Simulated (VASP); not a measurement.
Li4Ge2B, 7 atoms in the cell. It takes space group R3m (No. 160, trigonal). Conventional cell: a = 4.460 Å, b = 4.460 Å, c = 18.320 Å, α = 90.00°, β = 90.00°, γ = 120.00°. Li (site symmetry 3m) has 5 Li at 2.48 to 2.94 Å and 3 B at 2.70 Å and 6 Ge at 3.12 to 3.13 Å within 3.3 Å. Within 3.3 Å of Li (site symmetry 3m) lie 5 Li at 2.48 to 2.92 Å and 6 Ge at 2.68 to 3.17 Å and 3 B at 3.06 Å. Within 3.1 Å of Li (site symmetry 3m) lie 1 B at 2.34 Å and 4 Li at 2.66 to 2.94 Å and 6 Ge at 2.83 to 2.94 Å. Li (site symmetry 3m) has 4 Ge at 2.46 to 2.79 Å and 4 Li at 2.67 to 2.92 Å and 3 B at 2.99 Å within 3.2 Å. Ge (site symmetry 3m) has 10 Li at 2.46 to 3.12 Å and 1 Ge at 2.57 Å and 3 B at 2.74 Å within 3.2 Å. Within 3.4 Å of Ge (site symmetry 3m) lie 1 Ge at 2.57 Å and 1 B at 2.60 Å and 12 Li at 2.79 to 3.17 Å. B (site symmetry 3m) has 10 Li at 2.34 to 3.06 Å and 4 Ge at 2.60 to 2.74 Å within 3.1 Å. 

```yaml
Program: VASP 6.6.1
Task: electric field gradients
Functional: PBE
Potentials_or_basis: VASP PAW PBE potentials, release 64 (Li_sv, Ge_d, B)
Cutoff: 520 eV
k_mesh: 9 × 9 × 9
Occupations: methfessel-paxton, width 0.001 eV
Spin: no spin polarisation
Dipole_correction: no
Further_INCAR_settings: ALGO = Normal; EDIFF = 1e-08; NBANDS = 30
```

Potentials or basis: VASP PAW PBE potentials, release 64 (Li_sv, Ge_d, B).

Launch:

```console
$ cat potpaw_PBE.64/Li_sv/POTCAR potpaw_PBE.64/Ge_d/POTCAR potpaw_PBE.64/B/POTCAR > POTCAR
$ mpirun -np 1 vasp_std > vasp.out
```

Hardware: 1 thread of AMD EPYC 7R13 Processor (Zen 3), with other jobs on the host.

Question: How long does it take, and how much memory?

Answer: Wall time 8.9 min on 1 thread of AMD EPYC 7R13 Processor (Zen 3), on a shared host, peak memory 0.46 GiB. Counts: scf iterations 18, k points 85.
